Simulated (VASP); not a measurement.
Wanted: the native input for a VASP 6.6.1 run.

| Quantity | Value |
| --- | --- |
| Task | single point |
| Functional | PBE |
| Potentials or basis | VASP PAW PBE potentials, release 64 (Eu, Se) |
| Cutoff | 520 eV |
| k mesh | 8 × 8 × 8 |
| Occupations | gaussian, width 0.05 eV |
| Spin | collinear spin, ferromagnetic start |
| Starting moments | [7.1, 0.0, 0.0] μB |
| Dipole correction | no |
| Further INCAR settings | ALGO = Normal; EDIFF = 1e-07; NBANDS = 26 |

The structure of EuSe2 lies in POSCAR:

```
EuSe2
1.0
    0.0000000000      3.4889830881      3.4889830881
    3.4889830881      0.0000000000      3.4889830881
    3.4889830881      3.4889830881      0.0000000000
Eu Se
1 2
Direct
    0.0000000000      0.0000000000      0.0000000000
    0.2500000000      0.2500000000      0.2500000000
    0.7500000000      0.7500000000      0.7500000000
```

These files were run (other wordings do the same):

INCAR

```
SYSTEM = EuSe2
ALGO = Normal ; EDIFF = 1E-7
ENCUT = 520 ; GGA = PE
ISIF = 2 ; ISMEAR = 0
ISPIN = 2 ; LASPH = .TRUE.
LCHARG = .FALSE. ; LMAXMIX = 6
LORBIT = 11 ; LREAL = .FALSE.
LWAVE = .FALSE. ; MAGMOM = 7.1 0 0
NBANDS = 26 ; NELM = 150
PREC = Accurate ; SIGMA = 0.05
```

KPOINTS

```
k-points
0
G
  8 8 8
  0 0 0
```

Potentials or basis: VASP PAW PBE potentials, release 64 (Eu, Se).

Run with:

```sh
$ cat potpaw_PBE.64/Eu/POTCAR potpaw_PBE.64/Se/POTCAR > POTCAR
$ mpirun -np 1 vasp_std > vasp.out
```

Results of the run:

```yaml
Pressure: 0.4 GPa
Net_moment: 6.26 μB per cell
Site_moments: Eu +6.30; Se -0.10 μB
Valence_electrons_inside_the_program's_atomic_spheres: Eu 14.61; Se 3.80
```

Caveat: a cell with one magnetic atom can't hold antiferromagnetic order, which such compounds often take.

Run time: 4.6 min on 1 thread of Intel(R) Xeon(R) Platinum 8488C (Sapphire Rapids) (shared host), peak memory 0.36 GiB.
